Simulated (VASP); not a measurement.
Set up this calculation in VASP 6.6.1, as the native input.

```yaml
Task: single point
Functional: LDA
Potentials_or_basis: VASP PAW LDA potentials, release 64 (Pt)
Cutoff: 520 eV
k_mesh: 22 × 22 × 22
Occupations: gaussian, width 0.15 eV
Spin: no spin polarisation
Dipole_correction: no
Further_INCAR_settings: ALGO = Fast; EDIFF = 1e-07; NBANDS = 11
```

The structure of Pt lies in POSCAR:

```
Pt
1.0
   -2.1734768767      1.6081270845      1.6081270845
    1.6081270845     -2.1734768767      1.6081270845
    1.6081270845      1.6081270845     -2.1734768767
Pt
1
Direct
    0.0000000000      0.0000000000      0.0000000000
```

The input as run:

INCAR

```
ALGO = Fast ; EDIFF = 1E-7
ENCUT = 520 ; GGA = CA
ISIF = 2 ; ISMEAR = 0
LASPH = True ; LCHARG = True
LELF = True ; LREAL = False
LVHAR = True ; LWAVE = False
NBANDS = 11 ; NELM = 100
PREC = Accurate ; SIGMA = 0.15
```

KPOINTS

```
k-points
0
Gamma
  22 22 22
```

Potentials or basis: VASP PAW LDA potentials, release 64 (Pt).

Run with:

```sh
$ cat potpaw_LDA.64/Pt/POTCAR > POTCAR
$ mpirun -np 1 vasp_std > vasp.out
```

Results of the run:

The pressure is 201.4 GPa and the band gap on the k mesh is zero (bands 5 and 6 overlap by 8.47 eV).

Caveat: atoms lie so close that the PAW spheres overlap strongly, which falsifies energies and pressures; the cell stands under pressure; spin-orbit coupling is left out, which moves the levels of the heavy elements.

It took 65 s on 1 thread of Intel(R) Xeon(R) 6975P-C (Granite Rapids) (shared host), peak memory 0.29 GiB.
